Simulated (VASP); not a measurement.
CoSi (zincblende type): single point with PBE

CoSi (zincblende type):

```
Co Si
1.0
     0.00000    2.08910    2.08910
     2.08910    0.00000    2.08910
     2.08910    2.08910    0.00000
Co Si
1 1
Direct
  0.00000 0.00000 0.00000
  0.25000 0.25000 0.25000
```

```json
{"Program": "VASP 6.6.1", "Task": "single point", "Functional": "PBE", "Potentials or basis": "VASP PAW PBE potentials, release 64 (Co, Si)", "Cutoff": "520 eV", "k mesh": "15 × 15 × 15", "Occupations": "fermi-dirac, width 0.05 eV", "Spin": "no spin polarisation"}
```

```yaml
Pressure: 214.2 GPa
Band_gap_on_the_k_mesh: zero (an odd number of electrons rules out a gap without spin polarisation)
```

Levels at points of the mesh, in eV from the Fermi level:
| k point | band 2 | band 3 | band 4 | band 5 | band 6 | band 7 | band 8 | band 9 | band 10 | band 11 |
| --- | --- | --- | --- | --- | --- | --- | --- | --- | --- | --- |
| (0.00, 0.00, 0.00) | -4.66 | -4.66 | -4.66 | -2.83 | -2.83 | 9.44 | 9.44 | 9.44 | 12.37 | 12.37 |

Run time: 18 s on 1 thread of Intel Xeon 8259CL, on a shared host, peak memory 0.16 GiB.

Caveat: the cell stands under pressure; the run has no spin polarisation, though such a crystal can be magnetic. Spin polarisation is off, so any magnetic state and its effect on volume and gap are missing.
